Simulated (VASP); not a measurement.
Input of a VASP 6.6.1 run:

File INCAR:

```
SYSTEM = ZnS
ALGO = Normal
EDIFF = 1E-6
EDIFFG = -0.002
ENCUT = 520
IBRION = 2
ISIF = 2
ISMEAR = 0
LASPH = .True.
LCHARG = .False.
LREAL = .False.
LWAVE = .False.
NELM = 60
NSW = 50
PREC = Accurate
SIGMA = 0.01
```

KPOINTS

```
k-points
0
Gamma
  6 6 4
  0 0 0
```

The input POSCAR:

```
ZnS
1.0
    3.7382324459      0.0000000000      0.0000000000
   -1.8691162230      3.2374042634      0.0000000000
    0.0000000000      0.0000000000      6.1737127649
Zn S
2 2
Direct
    0.3333333333      0.6666666667      0.0055913282
    0.6666666667      0.3333333333      0.5055913282
    0.3333333333      0.6666666667      0.3794086718
    0.6666666667      0.3333333333      0.8794086718
```

Potentials or basis: VASP PAW LDA potentials, release 64 (Zn, S).

Command:

```sh
$ cat potpaw_LDA.64/Zn/POTCAR potpaw_LDA.64/S/POTCAR > POTCAR
$ mpirun -np 1 vasp_std > vasp.out
```

(1) What does it give for the band gap on the k mesh?

(2) Predict the energy gained by relaxing.

## Answers

(1) 2.18 eV.

(2) 0.1 meV/atom.

Caveat: the cell differs from its parent crystal (z stretched by +0.5 %, x and y held).
